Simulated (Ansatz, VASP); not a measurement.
Two plane-wave programs on BN

Contents of POSCAR:

```
BN
1.0
    2.5405721584      0.0000000000      0.0000000000
   -1.2702860792      2.2002000293      0.0000000000
    0.0000000000      0.0000000000      4.2026429029
B N
2 2
Direct
    0.6666666667      0.3333333333      0.9997366354
    0.3333333333      0.6666666667      0.4997366354
    0.6666666667      0.3333333333      0.6252633646
    0.3333333333      0.6666666667      0.1252633646
```

Contents of INCAR.step1:

```
SYSTEM = BN
PREC = Accurate
ENCUT = 1460
ISMEAR = 0
SIGMA = 0.02
LREAL = .False.
LASPH = .True.
NELM = 120
NBANDS = 16
GGA = PE
ALGO = Normal
EDIFF = 1E-5
LWAVE = .True.
LCHARG = .False.
GGA_COMPAT = .False.
```

The input INCAR.step2:

```
SYSTEM = BN
PREC = Accurate
ENCUT = 1460
EDIFF = 1E-6
ISMEAR = 0
SIGMA = 0.02
LREAL = .False.
LASPH = .True.
NELM = 120
ALGO = Normal
ISIF = 2
LWAVE = .False.
LCHARG = .False.
METAGGA = R2SCAN
LMIXTAU = .True.
NBANDS = 16
ISTART = 1
GGA_COMPAT = .False.
```

Contents of KPOINTS:

```
Automatic mesh
0
Gamma
  12 12 6
  0 0 0
```

Input for Ansatz:

```yaml
crystal:
  lattice:
    - [2.5405721584, 0.0, 0.0]
    - [-1.2702860792, 2.2002000293, 0.0]
    - [0.0, 0.0, 4.2026429029]
  atoms:
    - { symbol: B, position: [0.6666666667, 0.3333333333, 0.9997366354] }
    - { symbol: B, position: [0.3333333333, 0.6666666667, 0.4997366354] }
    - { symbol: "N", position: [0.6666666667, 0.3333333333, 0.6252633646] }
    - { symbol: "N", position: [0.3333333333, 0.6666666667, 0.1252633646] }
basis:
  ecutwfc: 500
kpoints:
  mp_grid: { grid: [12, 12, 6] }
hamiltonian:
  xc: r2scan
  pseudopotentials: { kind: paw, azcp: { folder: soft_1 } }
scf:
  occupations: { method: gaussian, width: 0.02 }
output:
  forces: true
  stress: true
  eigenvalues: true
```

Alike in both runs: task single point; functional r2SCAN; k mesh 12 × 12 × 6; occupations gaussian, width 0.02 eV; no spin polarisation.

|  | VASP | Ansatz |
| --- | --- | --- |
| version | VASP 6.6.1 | Ansatz 0.2.0 |
| potentials or method | VASP PAW PBE potentials, release 64 (B_h, N_h), cutoff 1460 eV | scalar-relativistic, plane waves, PAW |
| valence electrons in the cell | 16 | 16 |

```csv
,VASP,Ansatz,Ansatz less VASP
gap on the k mesh at the Fermi level (eV),5.72,5.73,+0.009
least direct gap on the mesh (eV),9.02,9.02,+0.001
pressure (GPa),1.0,1.2,+0.24
rms of the force components (eV/Å),0.005,0.006,+0.0016
```

VASP's potentials were made for PBE, not for r2SCAN. Atom by atom the forces differ by 0.002 eV/Å (rms over components). With one functional, cell and mesh, what is left measures potentials, basis and numerics.
